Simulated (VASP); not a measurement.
A run of VASP 6.6.1 is set up as follows.

File INCAR:

```
SYSTEM = BaTiO3
ALGO = Normal ; EDIFF = 1E-6
ENCUT = 520 ; GGA = PE
ISIF = 2 ; ISMEAR = 0
LASPH = .True. ; LCHARG = .True.
LDAU = .True. ; LDAUJ = 0 0 0
LDAUL = -1 2 -1 ; LDAUPRINT = 1
LDAUTYPE = 2 ; LDAUU = 0 4 0
LELF = .True. ; LMAXMIX = 4
LREAL = .False. ; LVHAR = .True.
LWAVE = .False. ; NBANDS = 28
NELM = 150 ; PREC = Accurate
SIGMA = 0.05
```

KPOINTS

```
k-points
0
Gamma
  6 6 6
  0 0 0
```

Contents of POSCAR:

```
BaTiO3
1.0
    2.8603720851      1.6514365933      2.3460535783
   -2.8603720851      1.6514365933      2.3460535783
    0.0000000000     -3.3028731867      2.3460535783
Ba Ti O
1 1 3
Direct
    0.0026800181      0.0026800181      0.0026800181
    0.5251473538      0.5251473538      0.6159773625
    0.4903227049      0.4903227049      0.9825753212
    0.4903227049      0.9825753212      0.4903227049
    0.9825753212      0.4903227049      0.4903227049
```

Potentials or basis: VASP PAW PBE potentials, release 64 (Ba_sv, Ti_sv, O).

The run is started by

```bash
$ cat potpaw_PBE.64/Ba_sv/POTCAR potpaw_PBE.64/Ti_sv/POTCAR potpaw_PBE.64/O/POTCAR > POTCAR
$ mpirun -np 1 vasp_std > vasp.out
```

Question: Predict the largest force.

Answer: 18.014 eV/Å.

Question: Estimate the band gap on the k mesh.

Answer: 3.02 eV (least direct gap 3.64 eV).

Forces in eV/Å, atoms in the order of the input:
```
Ba    0.000  -1.062   1.068
Ti    0.000  14.607 -10.542
O     0.000 -12.637   7.209
O    -0.605  -0.454   1.132
O     0.605  -0.454   1.132
```

Caveat: the cell differs from its parent crystal (atom 2 (Ti) moved by (-0.300, +0.300) A along y and z); atoms lie so close that the PAW spheres overlap strongly, which falsifies energies and pressures; spin-orbit coupling is left out, which moves the levels of the heavy elements; forces of over 1 eV/Å act on the atoms, so gaps and moduli don't describe the material at rest. A k mesh can miss the band edges.
